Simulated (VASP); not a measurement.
# Te (P3_121) in VASP: further runs, part 3 of 3

VASP 6.6.1.

### Step 6. Electric field gradients, LDA (equal xx and yy strain of +3 %)

Contents of INCAR:

```
SYSTEM = Te
PREC     = Accurate       ! precision mode
ENCUT    = 520            ! plane-wave cutoff, eV
EDIFF    = 1E-8           ! SCF threshold, eV
ISMEAR   = -1             ! smearing method
SIGMA    = 0.08           ! smearing width, eV
LREAL    = .False.        ! projectors in reciprocal space
LASPH    = .True.         ! aspherical terms in the spheres
NELM     = 100            ! most SCF steps
ALGO     = Normal         ! electronic algorithm
ISIF     = 2              ! what is computed and relaxed
LWAVE    = .False.        ! write WAVECAR
LCHARG   = .False.        ! write CHGCAR
LEFG     = .True.       
NBANDS   = 16             ! bands
```

Contents of KPOINTS:

```
regular mesh
0
Gamma
  9 9 6
  0 0 0
```

Contents of POSCAR:

```
Te
1.0
    4.5917394425      0.0000000000      0.0000000000
   -2.2958697213      3.9765630047      0.0000000000
    0.0000000000      0.0000000000      5.9250000000
Te
3
Direct
    0.7450000000      0.0000000000      0.3333333333
    0.0000000000      0.7450000000      0.6666666667
    0.2550000000      0.2550000000      0.0000000000
```

Potentials or basis: VASP PAW LDA potentials, release 64 (Te).

Command:

```console
$ cat potpaw_LDA.64/Te/POTCAR > POTCAR
$ mpirun -np 1 vasp_std > vasp.out
```

OUTCAR:

```text
SYSTEM = Te
   PREC = Accurate
   ENCUT = 520
   EDIFF = 1E-8
   ISMEAR = -1
   LREAL = .False.
   LASPH = .True.
   NELM = 100
   ISIF = 2

 ion  position               nearest neighbor table
   1  0.745  0.000  0.333-   3 2.83   2 2.83   3 3.60   3 3.60   2 3.60   2 3.60
   2  0.000  0.745  0.667-   3 2.83   1 2.83   3 3.60   3 3.60   1 3.60   1 3.60
   3  0.255  0.255  0.000-   2 2.83   1 2.83   1 3.60   2 3.60   2 3.60   1 3.60

  LATTYP: Found a hexagonal cell.
 ALAT       =     4.5917394425
 C/A-ratio  =     1.2903606736

  Lattice vectors:

 A1 = (   4.5917394425,   0.0000000000,   0.0000000000)
 A2 = (  -2.2958697213,   3.9765630047,   0.0000000000)
 A3 = (   0.0000000000,   0.0000000000,   5.9250000000)

Analysis of symmetry for initial positions (statically):
=====================================================================
 Subroutine PRICEL returns:
 Original cell was already a primitive cell.

 Routine SETGRP: Setting up the symmetry group for a
[... 655 lines left out ...]

 POSITION                                       TOTAL-FORCE (eV/Angst)
 -----------------------------------------------------------------------------------
      3.42085      0.00000      1.97500        -0.165299     -0.000000      0.000000
     -1.71042      2.96254      3.95000         0.082650     -0.143153      0.000000
      0.58545      1.01402      0.00000         0.082650      0.143153     -0.000000
 -----------------------------------------------------------------------------------
    total drift:                                0.000000      0.000000      0.000000

  FREE ENERGIE OF THE ION-ELECTRON SYSTEM (eV)
  ---------------------------------------------------
  free  energy   TOTEN  =       -11.2385411746 eV

  energy  without entropy=      -11.2364972395  energy(sigma->0) =      -11.23751921

 Electric field gradients (V/A^2)
---------------------------------------------------------------------
 ion       V_xx      V_yy      V_zz      V_xy      V_xz      V_yz
---------------------------------------------------------------------
   1     200.532  -411.339   210.807     0.000    -0.000  -368.505
   2    -258.371    47.565   210.807  -264.948   319.134   184.252
   3    -258.371    47.564   210.807   264.948  -319.134   184.252
---------------------------------------------------------------------

 Electric field gradients after diagonalization (V/A^2)
 (convention: |V_zz| > |V_xx| > |V_yy|)
----------------------------------------------------------------------
 ion       V_xx      V_yy      V_zz     asymmetry (V_yy - V_xx)/ V_zz
----------------------------------------------------------------------
   1     381.981   200.532  -582.513       0.311
   2     381.981   200.532  -582.513       0.311
   3     381.981   200.532  -582.513       0.311
----------------------------------------------------------------------

           NMR quadrupolar parameters

 Cq : quadrupolar parameter    Cq=e*Q*V_zz/h
 eta: asymmetry parameters     (V_yy - V_xx)/ V_zz
 Q  : nuclear electric quadrupole moment in mb (millibarn)
----------------------------------------------------------------------
 ion       Cq(MHz)       eta       Q (mb)
----------------------------------------------------------------------
   1      -1.409       0.311       1.000
   2      -1.409       0.311       1.000
   3      -1.409       0.311       1.000
----------------------------------------------------------------------
```

stdout:

```text
POSCAR found type information on POSCAR Te
 POSCAR found :  1 types and       3 ions
 scaLAPACK will be used
 LDA part: xc-table for (Slater(with rela. corr.)+CA(PZ))
 , standard interpolation
 POSCAR, INCAR and KPOINTS ok, starting setup
 FFT: planning ... GRIDC
 FFT: planning ... GRID_SOFT
 FFT: planning ... GRID
 WAVECAR not read
 entering main loop
ion   1

ion   2
     0.0000585     1.1796233    -0.7341786    -0.6766218    -1.2716346     0.6810558
     0.0000806     1.1796233    -0.7341786    -0.6766218    -1.2716346     0.6810558
     0.0001110     1.1796233    -0.7341786    -0.6766218    -1.2716346     0.6810558
     0.0001528     1.1796233    -0.7341785    -0.6766218    -1.2716346     0.6810558

     0.0000585   242.4720223  -168.5564334  -166.9920417  -291.9483067   139.9912874
     0.0000806   242.4432256  -168.5363909  -166.9721479  -291.9135920   139.9746616
     0.0001110   242.3975929  -168.5046321  -166.9406233  -291.8585842   139.9483155
     0.0001528   242.3255891  -168.4545227  -166.8908813  -291.7717922   139.9067441

ion   3
     0.0000585    -1.1796233    -0.7341786    -0.6766218     1.2716346     0.6810558
     0.0000806    -1.1796233    -0.7341786    -0.6766218     1.2716346     0.6810558
     0.0001110    -1.1796233    -0.7341786    -0.6766218     1.2716346     0.6810558
     0.0001528    -1.1796233    -0.7341785    -0.6766218     1.2716346     0.6810558

     0.0000585  -242.4720223  -168.5564334  -166.9920417   291.9483067   139.9912874
     0.0000806  -242.4432256  -168.5363909  -166.9721479   291.9135920   139.9746616
     0.0001110  -242.3975929  -168.5046321  -166.9406233   291.8585842   139.9483155
     0.0001528  -242.3255891  -168.4545227  -166.8908813   291.7717922   139.9067441
```

Run time: 58 s. Hardware: 1 thread of Intel Xeon Platinum 8375C at 2.90GHz (Ice Lake), shared host; peak memory 0.24 GiB.

Results:

| Item | Value |
| --- | --- |
| Free energy | -11.2385 eV |
| Pressure | -2.4 GPa |
| Largest force | 0.165 eV/Å |
| Band gap on the k mesh | 0.25 eV, direct |

Forces on the atoms (eV/Å):
```
Te  -0.165  0.000  0.000
Te   0.083 -0.143  0.000
Te   0.083  0.143  0.000
```

Electric field gradients, principal values (V/Å²):
```tsv
atom	least	middle	greatest (by size)
1 Te	200.532	381.981	-582.513
2 Te	200.532	381.981	-582.513
3 Te	200.532	381.981	-582.513
```

Caveat: the cell differs from its parent crystal (equal xx and yy strain of +3 %); without QUAD_EFG the Cq values of the log hold for a quadrupole moment of 1 mb, not for the nuclei; spin-orbit coupling is left out, which moves the levels of the heavy elements. A k mesh can miss the band edges.

### Step 7. Electric field gradients, LDA (equal xx and yy strain of +3 %)

Contents of INCAR:

```
PREC = Accurate ; ENCUT = 520
EDIFF = 1E-8 ; ISMEAR = -1
SIGMA = 0.08 ; LREAL = F
LASPH = T ; NELM = 60
ALGO = Normal ; ISIF = 2
LWAVE = F ; LCHARG = F
GGA = CA ; LEFG = T
NBANDS = 16
```

Contents of KPOINTS:

```
Automatic mesh
0
Gamma
  9 9 6
```

POSCAR is that of step 6.

Potentials or basis: VASP PAW LDA potentials, release 64 (Te).

Command:

```console
$ cat potpaw_LDA.64/Te/POTCAR > POTCAR
$ mpirun -np 1 vasp_std > vasp.out
```

OUTCAR:

```text
PREC = Accurate
   ENCUT = 520
   EDIFF = 1E-8
   ISMEAR = -1
   LREAL = F
   LASPH = T
   NELM = 60
   ISIF = 2
   GGA = CA

 ion  position               nearest neighbor table
   1  0.745  0.000  0.333-   3 2.83   2 2.83   3 3.60   3 3.60   2 3.60   2 3.60
   2  0.000  0.745  0.667-   3 2.83   1 2.83   3 3.60   3 3.60   1 3.60   1 3.60
   3  0.255  0.255  0.000-   2 2.83   1 2.83   1 3.60   2 3.60   2 3.60   1 3.60

  LATTYP: Found a hexagonal cell.
 ALAT       =     4.5917394425
 C/A-ratio  =     1.2903606736

  Lattice vectors:

 A1 = (   4.5917394425,   0.0000000000,   0.0000000000)
 A2 = (  -2.2958697213,   3.9765630047,   0.0000000000)
 A3 = (   0.0000000000,   0.0000000000,   5.9250000000)

Analysis of symmetry for initial positions (statically):
=====================================================================
 Subroutine PRICEL returns:
 Original cell was already a primitive cell.

 Routine SETGRP: Setting up the symmetry group for a
 hexagonal supercell.

 Subroutine GETGRP returns: Found  6 space group operations
 (whereof  2 operations were pure point group operations)
 out of a pool of 24 trial point group operations.

The static configuration has the point symmetry C_2 .
 The point group associated with its full space group is D_3 .

Analysis of symmetry for dynamics (positions and initial velocities):
=====================================================================
 Subroutine PRICEL returns:
 Original cell was already a primitive cell.

 Routine SETGRP: Setting up the symmetry group for a
 hexagonal supercell.

 Subroutine GETGRP returns: Found  6 space group operations
 (whereof  2 operations were pure point group operations)
 out of a pool of 24 trial point group operations.

The dynamic configuration has the point symmetry C_2 .
 The point group associated with its full space group is D_3 .

 Subroutine INISYM returns: Found  6 space group operations
 (whereof  2 operations are pure point group operations),
 and found     1 'primitive' translations

----------------------------------------------------------------------------------------

                                     Primitive cell

  volume of cell :     108.1866

  direct lattice vectors                    reciprocal lattice vectors
     4.591739442  0.000000000  0.000000000     0.217782392  0.125736723  0.000000000
    -2.295869721  3.976563005  0.000000000     0.000000000  0.251473445  0.000000000
     0.000000000  0.000000000  5.925000000     0.000000000  0.000000000  0.168776371

  length of vectors
     4.591739442  4.591739442  5.925000000     0.251473445  0.251473445  0.168776371

  position of ions in fractional coordinates (direct lattice)
     0.745000000  0.000000000  0.333333333
     0.000000000  0.745000000  0.666666667
     0.255000000  0.255000000  0.000000000

  ion indices of the primitive-cell ions
   primitive index   ion index
                 1           1
                 2           2
                 3           3

[... 80 lines left out ...]
   TEBEG  =    0.0;   TEEND  =   0.0 temperature during run
   PSTRESS=    0.0 pullay stress
   NELECT =      18.0000    total number of electrons
   NUPDOWN=      -1.0000    fix difference up-down
   EMIN   =  10.00;   EMAX   =-10.00  energy-range for DOS
   EFERMI =   0.00;   METHOD = LEGACY
   ISMEAR =    -1;   SIGMA  =   0.08  broadening in eV -4-tet -1-fermi 0-gaus
   EFERMI_NEDOS =   21; number of points for ismear=-14 and -15
   IALGO  =     38    algorithm
   IMIX   =      4    mixing-type and parameters
     AMIX     =   0.40;   BMIX     =  1.00
     AMIX_MAG =   1.60;   BMIX_MAG =  1.00
  volume/ion in A,a.u.               =      36.06       243.36
  Fermi-wavevector in a.u.,A,eV,Ry     =   0.900412  1.701532 11.030807  0.810741
  Thomas-Fermi vector in A             =   2.023366
   LORBIT       =      0    0 simple, 1 ext, 2 COOP (PROOUT), +10 PAW based schemes
   GGA     = CA    functional components
   LHFCALC =     F    Hartree Fock is set to
   AEXX    =    0.0000 exact exchange contribution
   IVDW    =     0    specifies the selected vdW correction
   LEPSILON=     F    determine dielectric tensor
   LRPA    =     F    only Hartree local field effects (RPA)
 non-spin polarized calculation
  energy-cutoff  :      520.00
  volume of cell :      108.19
 maximum number of plane-waves:      2950
 NGX is ok and might be reduce to    36
   NGX = 17   NGY = 17   NGZ = 23

 number of electron      17.9999999 magnetization

 Free energy of the ion-electron system (eV)
  ---------------------------------------------------
  ext. energy  EPLUGINS =         0.00000000
  ---------------------------------------------------
  free energy    TOTEN  =       -11.23854117 eV

  energy without entropy =      -11.23649724  energy(sigma->0) =      -11.23751921

 E-fermi :   5.2116     XC(G=0):  -9.0273

 val. band max:        5.0074870477   @ k =   0.3333   0.3333   0.5000
 cond. band min:       5.2545880428   @ k =   0.3333   0.3333   0.5000
 fundamental gap:      0.2471009951
 Fermi energy:         5.2116233569

 k-point     1 :       0.0000    0.0000    0.0000
  band No.  band energies     occupation
      1      -8.3516      2.00000
      2      -5.1570      2.00000
      3      -5.1570      2.00000
      4       1.9930      2.00000
      5       2.1762      2.00000
      6       2.1762      2.00000
[... 433 lines left out ...]
      3      -4.6773      2.00000
      4       0.7215      2.00000
      5       1.1066      2.00000
      6       2.0833      2.00000
[... 8 lines left out ...]
     15      11.6168      0.00000
     16      11.8413      0.00000

 [... further k-points ...]
[... 5 lines left out ...]
  --------------------------------------------------------------------------------------
  -------------------------------------------------------------------------------------
  Total       -1.6062991     -1.6062991     -1.5575390      0.0000000      0.0000000      0.0000000
  in kB      -23.7883071    -23.7883071    -23.0662007      0.0000000      0.0000000      0.0000000
  external PRESSURE =     -23.5476050 kB  Pullay stress =       0.0000000 kB

 VOLUME and BASIS-vectors are now :
 -----------------------------------------------------------------------------
  energy-cutoff  :      520.00
  volume of cell :      108.19
      direct lattice vectors                 reciprocal lattice vectors
     4.591739442  0.000000000  0.000000000     0.217782392  0.125736723  0.000000000
    -2.295869721  3.976563005  0.000000000     0.000000000  0.251473445  0.000000000
     0.000000000  0.000000000  5.925000000     0.000000000  0.000000000  0.168776371

 POSITION                                       TOTAL-FORCE (eV/Angst)
 -----------------------------------------------------------------------------------
      3.42085      0.00000      1.97500        -0.165299     -0.000000      0.000000
     -1.71042      2.96254      3.95000         0.082650     -0.143153      0.000000
      0.58545      1.01402      0.00000         0.082650      0.143153     -0.000000
 -----------------------------------------------------------------------------------
    total drift:                                0.000000      0.000000      0.000000

  FREE ENERGIE OF THE ION-ELECTRON SYSTEM (eV)
  ---------------------------------------------------
  free  energy   TOTEN  =       -11.2385411746 eV

  energy  without entropy=      -11.2364972395  energy(sigma->0) =      -11.23751921

 Electric field gradients (V/A^2)
---------------------------------------------------------------------
 ion       V_xx      V_yy      V_zz      V_xy      V_xz      V_yz
---------------------------------------------------------------------
   1     200.532  -411.339   210.807     0.000    -0.000  -368.505
   2    -258.371    47.565   210.807  -264.948   319.134   184.252
   3    -258.371    47.564   210.807   264.948  -319.134   184.252
---------------------------------------------------------------------

 Electric field gradients after diagonalization (V/A^2)
 (convention: |V_zz| > |V_xx| > |V_yy|)
----------------------------------------------------------------------
 ion       V_xx      V_yy      V_zz     asymmetry (V_yy - V_xx)/ V_zz
----------------------------------------------------------------------
   1     381.981   200.532  -582.513       0.311
   2     381.981   200.532  -582.513       0.311
   3     381.981   200.532  -582.513       0.311
----------------------------------------------------------------------

           NMR quadrupolar parameters

 Cq : quadrupolar parameter    Cq=e*Q*V_zz/h
 eta: asymmetry parameters     (V_yy - V_xx)/ V_zz
 Q  : nuclear electric quadrupole moment in mb (millibarn)
----------------------------------------------------------------------
 ion       Cq(MHz)       eta       Q (mb)
----------------------------------------------------------------------
   1      -1.409       0.311       1.000
   2      -1.409       0.311       1.000
   3      -1.409       0.311       1.000
----------------------------------------------------------------------
```

OSZICAR:

```text
N       E                     dE             d eps       ncg     rms          rms(c)
DAV:   1     0.719967036277E+02    0.71997E+02   -0.63369E+03  1984   0.887E+02
DAV:   2    -0.626825529507E+01   -0.78265E+02   -0.74585E+02  2632   0.132E+02
DAV:   3    -0.112076034052E+02   -0.49393E+01   -0.49176E+01  2392   0.379E+01
DAV:   4    -0.113024820609E+02   -0.94879E-01   -0.94869E-01  2976   0.609E+00
DAV:   5    -0.113038509946E+02   -0.13689E-02   -0.13689E-02  2624   0.634E-01    0.114E+01
DAV:   6    -0.112567230275E+02    0.47128E-01   -0.24680E-02  2496   0.860E-01    0.728E+00
DAV:   7    -0.112398772237E+02    0.16846E-01   -0.55605E-02  2200   0.123E+00    0.396E-01
DAV:   8    -0.112385159058E+02    0.13613E-02   -0.96354E-03  2184   0.543E-01    0.153E-01
DAV:   9    -0.112385402495E+02   -0.24344E-04   -0.31182E-04  2912   0.114E-01    0.829E-02
DAV:  10    -0.112385420728E+02   -0.18233E-05   -0.20534E-05  2952   0.268E-02    0.143E-02
DAV:  11    -0.112385412427E+02    0.83008E-06   -0.33953E-06  2600   0.104E-02    0.337E-03
DAV:  12    -0.112385411677E+02    0.74990E-07   -0.36065E-07  2776   0.337E-03    0.248E-03
DAV:  13    -0.112385411746E+02   -0.69051E-08   -0.13980E-08  2144   0.769E-04
   1 F= -.11238541E+02 E0= -.11237519E+02  d E =-.204394E-02
```

Wall time 61 s (1 thread of Intel Xeon Platinum 8375C at 2.90GHz (Ice Lake), shared host); peak memory 0.24 GiB.

What came out:

| Quantity | Value |
| --- | --- |
| Free energy | -11.2385 eV |
| Pressure | -2.4 GPa |
| Largest force | 0.165 eV/Å |
| Band gap on the k mesh | 0.25 eV, direct |

Forces on the atoms (eV/Å):
```
Te  -0.165  0.000  0.000
Te   0.083 -0.143  0.000
Te   0.083  0.143  0.000
```

Levels at points of the mesh, in eV from the valence-band top:
```csv
k point,band 6,band 7,band 8,band 9,band 10,band 11,band 12,band 13
"(0.00, 0.00, 0.00)",-2.83,-1.55,-1.55,-0.56,1.06,1.06,1.61,4.99
"(0.00, 0.00, 0.50)",-2.59,-1.21,-1.08,-1.08,0.65,0.65,0.66,4.28
```

Electric field gradients, principal values (V/Å²):
```tsv
atom	least	middle	greatest (by size)
1 Te	200.532	381.981	-582.513
2 Te	200.532	381.981	-582.513
3 Te	200.532	381.981	-582.513
```

Caveat: the cell differs from its parent crystal (equal xx and yy strain of +3 %); without QUAD_EFG the Cq values of the log hold for a quadrupole moment of 1 mb, not for the nuclei; spin-orbit coupling is left out, which moves the levels of the heavy elements. A k mesh can miss the band edges.

### Step 8. Summary

```tsv
cell	pressure (GPa)	largest force (eV/Å)
a = 4.398, b = 4.398, c = 5.845 Å, angles 90.0, 90.0, 120.0°, 3 atoms	2.1	0.82
a = 4.443, b = 4.443, c = 5.905 Å, angles 90.0, 90.0, 120.0°, 3 atoms	0.4	0.59
a = 4.592, b = 4.592, c = 5.925 Å, angles 90.0, 90.0, 120.0°, 3 atoms	-2.4	0.17
```

Alike in all rows: task electric field gradients; level LDA; potentials or basis VASP PAW LDA potentials, release 64 (Te); no spin polarisation; k mesh 9 × 9 × 6; cutoff (eV) 520; smearing fermi-dirac 0.08 eV.

Caveats: spin-orbit coupling is left out, which moves the levels of the heavy elements.

Absolute energies hang on the potentials; compare differences alone.
